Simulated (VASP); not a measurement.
Input of a VASP 6.6.1 run:

Contents of INCAR:

```
ALGO = Normal
EDIFF = 1E-6
ENCUT = 520
GGA = PE
ISIF = 2
ISMEAR = 0
LASPH = True
LCHARG = False
LREAL = False
LWAVE = False
NBANDS = 12
NELM = 60
PREC = Accurate
SIGMA = 0.15
```

KPOINTS

```
k-points
0
Gamma
  20 20 20
```

The input POSCAR:

```
Ta
1.0
   -1.6796338756      1.6796338756      1.4903391378
    1.6796338756     -1.6796338756      1.4903391378
    1.6796338756      1.6796338756     -1.4903391378
Ta
1
Direct
    0.0000000000      0.0000000000      0.0000000000
```

Potentials or basis: VASP PAW PBE potentials, release 64 (Ta_pv).

Launch:

```sh
$ cat potpaw_PBE.64/Ta_pv/POTCAR > POTCAR
$ mpirun -np 1 vasp_std > vasp.out
```

Problem. Estimate the pressure.

Solution. 20.6 GPa.

Stress tensor (GPa, compression positive):
```
16.63  0.00  0.00
 0.00 16.63  0.00
 0.00  0.00 28.68
```
